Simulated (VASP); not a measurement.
Wanted: the native input for a VASP 6.6.1 run.

| Item | Value |
| --- | --- |
| Task | single point |
| Functional | LDA |
| Potentials or basis | VASP PAW LDA potentials, release 64 (La, Te) |
| Cutoff | 520 eV |
| k mesh | 7 × 7 × 7 |
| Occupations | fermi-dirac, width 0.1 eV |
| Spin | no spin polarisation |
| Dipole correction | no |
| Further INCAR settings | ALGO = Normal; EDIFF = 1e-06; NBANDS = 16 |

The structure of LaTe lies in POSCAR:

```
LaTe
1.0
    0.0000000000      3.1736616093      3.1736616093
    3.1736616093      0.0000000000      3.1736616093
    3.1736616093      3.1736616093      0.0000000000
La Te
1 1
Direct
    0.0000000000      0.0000000000      0.0000000000
    0.5000000000      0.5000000000      0.5000000000
```

One way to write it, as run:

INCAR

```
SYSTEM = LaTe
PREC = Accurate ; ENCUT = 520
EDIFF = 1E-6 ; ISMEAR = -1
SIGMA = 0.1 ; LREAL = .False.
LASPH = .True. ; NELM = 80
ALGO = Normal ; ISIF = 2
LWAVE = .False. ; LCHARG = .True.
GGA = CA ; LELF = .True.
LVHAR = .True. ; NBANDS = 16
```

KPOINTS

```
Automatic mesh
0
Gamma
  7 7 7
  0 0 0
```

Potentials or basis: VASP PAW LDA potentials, release 64 (La, Te).

Launch:

```bash
$ cat potpaw_LDA.64/La/POTCAR potpaw_LDA.64/Te/POTCAR > POTCAR
$ mpirun -np 1 vasp_std > vasp.out
```

Results of the run:

- Pressure: 0.1 GPa

Wall time 20 s on 1 thread of Intel(R) Xeon(R) Platinum 8259CL CPU @ 2.50GHz (Skylake/Cascade Lake), with other jobs on the host, peak memory 0.19 GiB.
